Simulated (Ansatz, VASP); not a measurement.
# One calculation of CsB3, two programs

The input INCAR:

```
PREC = Accurate
ENCUT = 600
EDIFF = 1E-6
ISMEAR = 0
SIGMA = 0.1
LREAL = F
LASPH = T
NELM = 100
ALGO = Normal
ISIF = 3
LWAVE = F
LCHARG = F
GGA = PE
IBRION = 2
NSW = 100
EDIFFG = -0.01
```

Contents of KPOINTS:

```
regular mesh
0
Gamma
  6 6 12
```

Contents of POSCAR:

```
CsB3
1.0
    6.8910087703      0.0000000000      0.0000000000
   -3.4455043852      5.9677886528      0.0000000000
    0.0000000000      0.0000000000      3.3687764648
Cs B
2 6
Direct
    0.6666666667      0.3333333333      0.2500000000
    0.3333333333      0.6666666667      0.7500000000
    0.0839793882      0.9160206118      0.2500000000
    0.0839793882      0.1679587764      0.2500000000
    0.8320412236      0.9160206118      0.2500000000
    0.1679587764      0.0839793882      0.7500000000
    0.9160206118      0.8320412236      0.7500000000
    0.9160206118      0.0839793882      0.7500000000
```

Input for Ansatz:

```yaml
crystal:
  lattice:
    - [6.8910087703, 0.0, 0.0]
    - [-3.4455043852, 5.9677886528, 0.0]
    - [0.0, 0.0, 3.3687764648]
  atoms:
    - { symbol: Cs, position: [0.6666666667, 0.3333333333, 0.25] }
    - { symbol: Cs, position: [0.3333333333, 0.6666666667, 0.75] }
    - { symbol: B, position: [0.0839793882, 0.9160206118, 0.25] }
    - { symbol: B, position: [0.0839793882, 0.1679587764, 0.25] }
    - { symbol: B, position: [0.8320412236, 0.9160206118, 0.25] }
    - { symbol: B, position: [0.1679587764, 0.0839793882, 0.75] }
    - { symbol: B, position: [0.9160206118, 0.8320412236, 0.75] }
    - { symbol: B, position: [0.9160206118, 0.0839793882, 0.75] }
basis:
  ecutwfc: 420
kpoints:
  mp_grid: { grid: [6, 6, 12] }
hamiltonian:
  xc: pbe
scf:
  occupations: { method: gaussian, width: 0.1 }
output:
  forces: true
  stress: true
  eigenvalues: true
  write_density: true
  write_potential: true
  elf: true
  volumetric_format: npy
relax:
  adjacent_minimum: "off"
  f_tol: 0.01
  max_steps: 80
  cell: { stress_tol: 0.05 }
```

Alike in both runs: task relaxation of cell and atoms; functional PBE; k mesh 6 × 6 × 12; occupations gaussian, width 0.1 eV; no spin polarisation.

```csv
,VASP,Ansatz
version,VASP 6.6.1,Ansatz 0.2.0
potentials or method,"VASP PAW PBE potentials, release 64 (Cs_sv, B), cutoff 600 eV","scalar-relativistic, plane waves, PAW"
valence electrons in the cell,36,36
```

```csv
,VASP,Ansatz,Ansatz less VASP
"gap on the k mesh at the Fermi level, each at its own relaxed structure (eV)",none,none,-
relaxed volume (Å³/atom),17.33,17.29,-0.046
relaxed cell length with the largest relative difference (Å),6.881,6.874,-0.0064
```

A gap of «none» marks a metal or a gap that the smearing closes.

Neither program's run includes spin-orbit coupling.
